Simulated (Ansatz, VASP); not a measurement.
# One calculation of In3Sb, two programs

```
In Sb
1.0
     4.67595    0.00000    0.00000
     0.00000    4.67595    0.00000
     0.00000    0.00000    4.67595
In Sb
3 1
Direct
  0.50000 0.50000 0.00000
  0.50000 0.00000 0.50000
  0.00000 0.50000 0.50000
  0.00000 0.00000 0.00000
```

Alike in both runs: task single point; functional PBEsol; k mesh 10 × 10 × 10; occupations gaussian, width 0.1 eV; no spin polarisation.

|  | VASP | Ansatz |
| --- | --- | --- |
| version | VASP 6.6.1 | Ansatz 0.2.0 |
| potentials or method | VASP PAW PBE potentials, release 64 (In_d, Sb), cutoff 500 eV | scalar-relativistic, plane waves, PAW |
| valence electrons in the cell | 44 | 54 |

|  | VASP | Ansatz | Ansatz less VASP |
| --- | --- | --- | --- |
| gap on the k mesh at the Fermi level (eV) | none | none | - |
| pressure (GPa) | 1.5 | 1.5 | 0.00 |

VASP's potentials were made for PBE, not for PBEsol. A gap of «none» marks a metal or a gap that the smearing closes. The functional is the same, so the differences come from potentials, cutoffs and numerics. VASP's potentials hold 44 valence electrons a cell and Ansatz's 54, so a difference there can come from the potentials and not from the codes.

Neither program's run includes spin-orbit coupling.
